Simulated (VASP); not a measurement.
# S (Fd-3m) in VASP: a series of runs

The runs below take S through single point, with PBE.

Program: VASP 6.6.1. These are calculated values, not measurements. Logs are shortened: lines on timing, memory, paths and dates and some standing lists are left out, and cuts for length are marked.

**1. The cell of the first run**

It takes space group Fd-3m (No. 227, cubic). Conventional cell: a = 5.906 Å, b = 5.906 Å, c = 5.906 Å, α = 90.00°, β = 90.00°, γ = 90.00°. Within 3.4 Å of S (site symmetry -43m) lie 4 S at 2.56 Å.

This isn't the form of S at room conditions, which is orthorhombic, of S8 rings.

**2. Single point, PBE**

The input, INCAR:

```
SYSTEM = S
PREC     = Accurate       ! precision mode
ENCUT    = 520            ! plane-wave cutoff, eV
EDIFF    = 1E-6           ! SCF threshold, eV
ISMEAR   = -1             ! smearing method
SIGMA    = 0.06122561905347299 ! smearing width, eV
LREAL    = .False.        ! projectors in reciprocal space
LASPH    = .True.         ! aspherical terms in the spheres
NELM     = 80             ! most SCF steps
ALGO     = Normal         ! electronic algorithm
ISIF     = 2              ! what is computed and relaxed
LWAVE    = .False.        ! write WAVECAR
LCHARG   = .False.        ! write CHGCAR
GGA      = PE             ! functional
NBANDS   = 13             ! bands
```

The input, KPOINTS:

```
Automatic mesh
0
Gamma
  32 32 32
  0 0 0
```

The input, POSCAR:

```
S
1.0
    0.0000000000      2.9530376393      2.9530376393
    2.9530376393      0.0000000000      2.9530376393
    2.9530376393      2.9530376393      0.0000000000
S
2
Direct
    0.0000000000      0.0000000000      0.0000000000
    0.2500000000      0.2500000000      0.2500000000
```

Potentials or basis: VASP PAW PBE potentials, release 64 (S).

On the command line:

```bash
$ cat potpaw_PBE.64/S/POTCAR > POTCAR
$ mpirun -np 1 vasp_std > vasp.out
```

OUTCAR:

```text
SYSTEM = S
   PREC = Accurate
   ENCUT = 520
   EDIFF = 1E-6
   ISMEAR = -1
   LREAL = .False.
   LASPH = .True.
   NELM = 80
   ISIF = 2
   GGA = PE

 ion  position               nearest neighbor table
   1  0.000  0.000  0.000-   2 2.56   2 2.56   2 2.56   2 2.56
   2  0.250  0.250  0.250-   1 2.56   1 2.56   1 2.56   1 2.56

  LATTYP: Found a face centered cubic cell.
 ALAT       =     5.9060752786

  Lattice vectors:

 A1 = (   0.0000000000,   2.9530376393,   2.9530376393)
 A2 = (   2.9530376393,   0.0000000000,   2.9530376393)
 A3 = (   2.9530376393,   2.9530376393,   0.0000000000)

Analysis of symmetry for initial positions (statically):
=====================================================================
 Subroutine PRICEL returns:
 Original cell was already a primitive cell.

 Routine SETGRP: Setting up the symmetry group for a
 face centered cubic supercell.

 Subroutine GETGRP returns: Found 48 space group operations
 (whereof 24 operations were pure point group operations)
 out of a pool of 48 trial point group operations.

The static configuration has the point symmetry T_d .
 The point group associated with its full space group is O_h .

Analysis of symmetry for dynamics (positions and initial velocities):
=====================================================================
 Subroutine PRICEL returns:
 Original cell was already a primitive cell.

 Routine SETGRP: Setting up the symmetry group for a
 face centered cubic supercell.

 Subroutine GETGRP returns: Found 48 space group operations
 (whereof 24 operations were pure point group operations)
 out of a pool of 48 trial point group operations.

The dynamic configuration has the point symmetry T_d .
 The point group associated with its full space group is O_h .

 Subroutine INISYM returns: Found 48 space group operations
 (whereof 24 operations are pure point group operations),
 and found     1 'primitive' translations

----------------------------------------------------------------------------------------

                                     Primitive cell

  volume of cell :      51.5035

  direct lattice vectors                    reciprocal lattice vectors
     0.000000000  2.953037639  2.953037639    -0.169317178  0.169317178  0.169317178
     2.953037639  0.000000000  2.953037639     0.169317178 -0.169317178  0.169317178
     2.953037639  2.953037639  0.000000000     0.169317178  0.169317178 -0.169317178

  length of vectors
     4.176225880  4.176225880  4.176225880     0.293265955  0.293265955  0.293265955

  position of ions in fractional coordinates (direct lattice)
     0.000000000  0.000000000  0.000000000
     0.250000000  0.250000000  0.250000000

  ion indices of the primitive-cell ions
   primitive index   ion index
                 1           1
                 2           2

----------------------------------------------------------------------------------------

 KPOINTS: Automatic mesh

Automatic generation of k-mesh.
 Grid dimensions read from file:
 generate k-points for:   32   32   32

 Generating k-lattice:

  Cartesian coordinates                     Fractional coordinates (reciprocal lattice)
    -0.005291162  0.005291162  0.005291162     0.031250000  0.000000000  0.000000000
     0.005291162 -0.005291162  0.005291162     0.000000000  0.031250000  0.000000000
     0.005291162  0.005291162 -0.005291162     0.000000000  0.000000000  0.031250000

  Length of vectors
     0.009164561  0.009164561  0.009164561

  Shift w.r.t. Gamma in fractional coordinates (k-lattice)
     0.000000000  0.000000000  0.000000000

 Subroutine IBZKPT returns following result:
 ===========================================

 Found    897 irreducible k-points:

 Following reciprocal coordinates:
            Coordinates               Weight
  0.000000  0.000000  0.000000      1.000000
  0.031250  0.000000  0.000000      8.000000
  0.062500  0.000000  0.000000      8.000000
  0.093750  0.000000  0.000000      8.000000
  0.125000  0.000000  0.000000      8.000000
  0.156250  0.000000  0.000000      8.000000
[... 16 lines left out ...]
  0.187500  0.031250  0.000000     24.000000
  0.218750  0.031250  0.000000     24.000000
 [... further k-points ...]
   k-points           NKPTS =    897   k-points in BZ     NKDIM =    897   number of bands    NBANDS=     13
   number of dos      NEDOS =    301   number of ions     NIONS =      2
   total plane-waves  NPLWV =  32768
   dimension x,y,z NGX =    32 NGY =   32 NGZ =   32
   dimension x,y,z NGXF=    64 NGYF=   64 NGZF=   64
   ions per type =               2
   NGX,Y,Z   is equivalent  to a cutoff of  12.74, 12.74, 12.74 a.u.
   NGXF,Y,Z  is equivalent  to a cutoff of  25.48, 25.48, 25.48 a.u.
 SYSTEM =  S
   PREC   = accura    normal or accurate (medium, high low for compatibility)
   ISTART =      0    job   : 0-new  1-cont  2-samecut
   ICHARG =      2    charge: 1-file 2-atom 10-const
   ISPIN  =      1    spin polarized calculation?
   LNONCOLLINEAR =      F non collinear calculations
   LSORBIT =      F    spin-orbit coupling
   LASPH  =      T    aspherical Exc in radial PAW
   ENCUT  =  520.0 eV  38.22 Ry    6.18 a.u.   7.77  7.77  7.77*2*pi/ulx,y,z
   NELM   =     80;   NELMIN=  2; NELMDL= -5     # of ELM steps
   EDIFF  = 0.1E-05   stopping-criterion for ELM
   LREAL  =      F    real-space projection
   EDIFFG = 0.1E-04   stopping-criterion for IOM
   NSW    =      0    number of steps for IOM
   IBRION =     -1    ionic relax: 0-MD 1-quasi-New 2-CG
   NFREE  =      0    steps in history (QN), initial steepest desc. (CG)
   ISIF   =      2    stress and relaxation
   ISYM   =      2    0-nonsym 1-usesym 2-fastsym
   POTIM  = 0.5000    time-step for ionic-motion
   TEBEG  =    0.0;   TEEND  =   0.0 temperature during run
   PSTRESS=    0.0 pullay stress
   NELECT =      12.0000    total number of electrons
   NUPDOWN=      -1.0000    fix difference up-down
   EMIN   =  10.00;   EMAX   =-10.00  energy-range for DOS
   EFERMI =   0.00;   METHOD = LEGACY
   ISMEAR =    -1;   SIGMA  =   0.06  broadening in eV -4-tet -1-fermi 0-gaus
   EFERMI_NEDOS =   21; number of points for ismear=-14 and -15
   IALGO  =     38    algorithm
   IMIX   =      4    mixing-type and parameters
     AMIX     =   0.40;   BMIX     =  1.00
     AMIX_MAG =   1.60;   BMIX_MAG =  1.00
  volume/ion in A,a.u.               =      25.75       173.78
  Fermi-wavevector in a.u.,A,eV,Ry     =   1.007371  1.903656 13.807152  1.014797
  Thomas-Fermi vector in A             =   2.140172
   LORBIT       =      0    0 simple, 1 ext, 2 COOP (PROOUT), +10 PAW based schemes
   GGA     = PE    functional components
   LHFCALC =     F    Hartree Fock is set to
   AEXX    =    0.0000 exact exchange contribution
   IVDW    =     0    specifies the selected vdW correction
   LEPSILON=     F    determine dielectric tensor
   LRPA    =     F    only Hartree local field effects (RPA)
 non-spin polarized calculation
  energy-cutoff  :      520.00
  volume of cell :       51.50
 maximum number of plane-waves:      1411
   NGX = 15   NGY = 15   NGZ = 15

 number of electron      11.9999998 magnetization

 Free energy of the ion-electron system (eV)
  ---------------------------------------------------
  ext. energy  EPLUGINS =         0.00000000
  ---------------------------------------------------
  free energy    TOTEN  =        -6.23480781 eV

  energy without entropy =       -6.21026669  energy(sigma->0) =       -6.22253725

 E-fermi :   2.8217     XC(G=0):  -8.4387

 val. band max:        2.8211458977   @ k =  -0.2500   0.2500   0.0312
 cond. band min:       2.8220305138   @ k =  -0.3750   0.2500   0.0312
 fundamental gap:      0.0008846161
 Fermi energy:         2.8216703358

 k-point     1 :       0.0000    0.0000    0.0000
  band No.  band energies     occupation
      1     -12.4561      2.00000
      2      -6.4862      2.00000
      3      -0.7579      2.00000
      4      -0.7579      2.00000
      5      -0.7579      2.00000
      6       2.0077      2.00000
      7       2.0077      2.00000
      8       2.0077      2.00000
      9       8.4236      0.00000
     10      10.8395      0.00000
     11      10.8395      0.00000
     12      13.3545      0.00000
     13      13.3545      0.00000

 k-point     2 :       0.0312    0.0000    0.0000
  band No.  band energies     occupation
      1     -12.4487      2.00000
      2      -6.5081      2.00000
      3      -0.7675      2.00000
      4      -0.7675      2.00000
      5      -0.7574      2.00000
      6       2.0210      2.00000
      7       2.0218      2.00000
      8       2.0218      2.00000
      9       8.4546      0.00000
     10      10.8122      0.00000
     11      10.8122      0.00000
     12      13.3301      0.00000
     13      13.4112      0.00000

 k-point     3 :       0.0625    0.0000    0.0000
  band No.  band energies     occupation
      1     -12.4267      2.00000
      2      -6.5725      2.00000
      3      -0.7955      2.00000
      4      -0.7955      2.00000
      5      -0.7573      2.00000
      6       2.0620      1.99999
      7       2.0632      1.99999
      8       2.0632      1.99999
      9       8.5455      0.00000
     10      10.7392      0.00000
     11      10.7392      0.00000
     12      13.2620      0.00000
     13      13.5717      0.00000
[... 305 lines left out ...]
 k-point    23 :       0.1875    0.0312    0.0000
  band No.  band energies     occupation
      1     -12.2194      2.00000
      2      -7.1197      2.00000
      3      -1.0619      2.00000
      4      -1.0466      2.00000
      5      -0.7222      2.00000
      6       2.2576      1.99980
      7       2.4614      1.99445
      8       2.5597      1.97267
      9       9.2659      0.00000
     10      10.2081      0.00000
     11      10.5718      0.00000
     12      12.9711      0.00000
     13      14.4945      0.00000

 k-point    24 :       0.2188    0.0312    0.0000
  band No.  band energies     occupation
      1     -12.1350      2.00000
      2      -7.3182      2.00000
      3      -1.1322      2.00000
      4      -1.1243      2.00000
      5      -0.7534      2.00000
      6       2.3715      1.99872
      7       2.5713      1.96705
      8       2.7477      1.53983
      9       9.4859      0.00000
     10      10.1559      0.00000
     11      10.5348      0.00000
     12      12.9250      0.00000
     13      14.7656      0.00000

 [... further k-points ...]
[... 5 lines left out ...]
  --------------------------------------------------------------------------------------
  -------------------------------------------------------------------------------------
  Total       -0.7726456     -0.7726456     -0.7726456      0.0000000      0.0000000     -0.0000000
  in kB      -24.0355456    -24.0355456    -24.0355456      0.0000000      0.0000000     -0.0000000
  external PRESSURE =     -24.0355456 kB  Pullay stress =       0.0000000 kB

 VOLUME and BASIS-vectors are now :
 -----------------------------------------------------------------------------
  energy-cutoff  :      520.00
  volume of cell :       51.50
      direct lattice vectors                 reciprocal lattice vectors
     0.000000000  2.953037639  2.953037639    -0.169317178  0.169317178  0.169317178
     2.953037639  0.000000000  2.953037639     0.169317178 -0.169317178  0.169317178
     2.953037639  2.953037639  0.000000000     0.169317178  0.169317178 -0.169317178

 POSITION                                       TOTAL-FORCE (eV/Angst)
 -----------------------------------------------------------------------------------
      0.00000      0.00000      0.00000         0.000000      0.000000      0.000000
      1.47652      1.47652      1.47652        -0.000000     -0.000000     -0.000000
 -----------------------------------------------------------------------------------
    total drift:                               -0.000000      0.000000      0.000000

  FREE ENERGIE OF THE ION-ELECTRON SYSTEM (eV)
  ---------------------------------------------------
  free  energy   TOTEN  =        -6.2348078067 eV

  energy  without entropy=       -6.2102666856  energy(sigma->0) =       -6.22253725
```

Wall time 16 min (1 thread of Intel Xeon 8259CL, shared host); peak memory 0.52 GiB.

What came out:

```yaml
Free_energy: -6.2348 eV
Pressure: -2.4 GPa
Band_gap_on_the_k_mesh: zero (bands 6 and 7 overlap by 1.08 eV)
```

Levels at points of the mesh, in eV from the Fermi level:
```
           k point  band 3  band 4  band 5  band 6  band 7  band 8  band 9  band 10
(0.00, 0.00, 0.00)   -3.58   -3.58   -3.58   -0.81   -0.81   -0.81    5.60     8.02
(0.50, 0.00, 0.00)   -4.29   -4.29   -4.05    0.26    0.26    1.71    7.53     8.26
(0.50, 0.50, 0.00)   -5.08   -5.08   -1.86   -1.86    2.08    2.08    6.78     6.78
```

**3. Single point, PBE**

This run uses another cell than the first one, of 22.84 Å³/atom.

The input, INCAR:

```
SYSTEM = S
ALGO = Normal
EDIFF = 1E-6
ENCUT = 520
GGA = PE
ISIF = 2
ISMEAR = -1
LASPH = .TRUE.
LCHARG = .FALSE.
LREAL = .FALSE.
LWAVE = .FALSE.
NBANDS = 13
NELM = 60
PREC = Accurate
SIGMA = 0.06122561905347299
```

The input, KPOINTS:

```
k-points
0
G
  11 11 11
  0 0 0
```

The input, POSCAR:

```
S
1.0
    0.0000000000      2.8371108977      2.8371108977
    2.8371108977      0.0000000000      2.8371108977
    2.8371108977      2.8371108977      0.0000000000
S
2
Direct
    0.0000000000      0.0000000000      0.0000000000
    0.2500000000      0.2500000000      0.2500000000
```

Potentials or basis: VASP PAW PBE potentials, release 64 (S).

On the command line:

```bash
$ cat potpaw_PBE.64/S/POTCAR > POTCAR
$ mpirun -np 1 vasp_std > vasp.out
```

Wall time 47 s (1 thread of Intel Xeon 8259CL, shared host); peak memory 0.17 GiB.

Results (log left out):

```yaml
Free_energy: -6.2349 eV
Pressure: 2.9 GPa
Band_gap_on_the_k_mesh: zero (bands 6 and 7 overlap by 1.32 eV)
```

Levels at points of the mesh, in eV from the Fermi level:
```tsv
k point	band 3	band 4	band 5	band 6	band 7	band 8	band 9	band 10
(0.00, 0.00, 0.00)	-4.07	-4.07	-4.07	-1.03	-1.03	-1.03	5.64	7.73
```

**4. Single point, PBE**

This run uses another cell than the first one, of 23.32 Å³/atom.

The input, INCAR:

```
SYSTEM = S
  PREC = Accurate
  ENCUT = 520
  EDIFF = 1E-6
  ISMEAR = -1
  SIGMA = 0.06122561905347299
  LREAL = .FALSE.
  LASPH = .TRUE.
  NELM = 100
  ALGO = Normal
  ISIF = 2
  LWAVE = .FALSE.
  LCHARG = .TRUE.
  GGA = PE
  LELF = .TRUE.
  LVHAR = .TRUE.
  NBANDS = 13
```

The input, KPOINTS:

```
regular mesh
0
G
  11 11 11
  0 0 0
```

The input, POSCAR:

```
S
1.0
    0.0000000000      2.8570912102      2.8570912102
    2.8570912102      0.0000000000      2.8570912102
    2.8570912102      2.8570912102      0.0000000000
S
2
Direct
    0.0000000000      0.0000000000      0.0000000000
    0.2500000000      0.2500000000      0.2500000000
```

On the command line:

```bash
$ cat potpaw_PBE.64/S/POTCAR > POTCAR
$ mpirun -np 1 vasp_std > vasp.out
```

Wall time 55 s (1 thread of Intel Xeon 8259CL, shared host); peak memory 0.17 GiB.

Results (log left out):

| Item | Value |
| --- | --- |
| Free energy | -6.2492 eV |
| Pressure | 1.8 GPa |
| Band gap on the k mesh | zero (bands 6 and 7 overlap by 1.25 eV) |

Levels at points of the mesh, in eV from the Fermi level:
| k point | band 3 | band 4 | band 5 | band 6 | band 7 | band 8 | band 9 | band 10 |
| --- | --- | --- | --- | --- | --- | --- | --- | --- |
| (0.00, 0.00, 0.00) | -3.99 | -3.99 | -3.99 | -0.99 | -0.99 | -0.99 | 5.63 | 7.78 |

**5. The runs side by side**

```csv
cell,k mesh,gap on the mesh (eV),pressure (GPa)
"a = 4.176 Å, angles 60.0°, 2 atoms",32 × 32 × 32,none,-2.4
"a = 4.012 Å, angles 60.0°, 2 atoms",11 × 11 × 11,none,2.9
"a = 4.041 Å, angles 60.0°, 2 atoms",11 × 11 × 11,none,1.8
```

Alike in all rows: task single point; level PBE; potentials or basis VASP PAW PBE potentials, release 64 (S); no spin polarisation; cutoff (eV) 520; smearing fermi-dirac 0.0612256 eV.

Total energies depend on the potentials used, so only differences within one code and one set of settings carry meaning.

The gap in the log of VASP goes by the Fermi energy; the results here count the filled bands.